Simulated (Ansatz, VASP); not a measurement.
**Two plane-wave programs on Ta**

```xyz
1
Lattice="-1.6232 1.6232 1.6232 1.6232 -1.6232 1.6232 1.6232 1.6232 -1.6232" Properties=species:S:1:pos:R:3 pbc="T T T"
Ta    0.0000    0.0000    0.0000
```

Alike in both runs: functional LDA; k mesh 8 × 8 × 8; occupations gaussian, width 0.1 eV; no spin polarisation.

Ansatz relaxed the structure, and its values are those at the end. VASP's run is a single point on that final structure, the one shown.

```csv
,VASP,Ansatz
version,VASP 6.6.1,Ansatz 0.2.0
potentials or method,"VASP PAW LDA potentials, release 64 (Ta_pv), cutoff 500 eV","scalar-relativistic, plane waves, PAW"
valence electrons in the cell,11,13
```

```csv
,VASP,Ansatz,Ansatz less VASP
gap on the k mesh at the Fermi level (eV),none,none,-
pressure (GPa),1.1,0.1,-1.00
```

Ansatz warns that its potentials were made for another functional, while VASP's fit it. LDA's correlation is that of Perdew and Zunger in VASP and of Perdew and Wang (1992) in Ansatz. A gap of «none» marks a metal or a gap that the smearing closes. VASP's potentials hold 11 valence electrons a cell and Ansatz's 13, so a difference there can come from the potentials and not from the codes.

Neither program's run includes spin-orbit coupling.
